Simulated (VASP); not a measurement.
Zn2Ag3, 5 atoms in the cell. Symmetry: Pm-3m, No. 221, cubic system. The conventional cell has a = 4.859 Å, b = 4.859 Å, c = 4.859 Å, α = 90.00°, β = 90.00°, γ = 90.00°. Zn (site symmetry m-3m) has 6 Ag at 2.43 Å within 3.2 Å. Zn (site symmetry m-3m) has 12 Ag at 3.44 Å and 8 Zn at 4.21 Å within 4.5 Å. Ag (site symmetry 4/mmm) has 2 Zn at 2.43 Å within 3.2 Å. 

| Property | Result |
| --- | --- |
| Program | VASP 6.6.1 |
| Task | relaxation of cell and atoms |
| Functional | PBE |
| Potentials or basis | VASP PAW PBE potentials, release 64 (Zn, Ag) |
| Cutoff | 600 eV |
| k mesh | 8 × 8 × 8 |
| Occupations | gaussian, width 0.1 eV |
| Spin | no spin polarisation |
| Dipole correction | no |
| Further INCAR settings | ALGO = Normal; EDIFF = 1e-06; IBRION = 2; EDIFFG = -0.01; NSW = 100; ISIF = 3 |

Potentials or basis: VASP PAW PBE potentials, release 64 (Zn, Ag).

Command:

```bash
$ cat potpaw_PBE.64/Zn/POTCAR potpaw_PBE.64/Ag/POTCAR > POTCAR
$ mpirun -np 1 vasp_std > vasp.out
```

Hardware: 1 thread of AMD EPYC 9R45 96-Core Processor (Zen 5), on a shared host.

Q: Estimate the wall time of this run.

A: Wall time 64 s on 1 thread of AMD EPYC 9R45 96-Core Processor (Zen 5), on a shared host, peak memory 0.3 GiB. Counts: scf iterations 13, k points 35, ion steps 1.
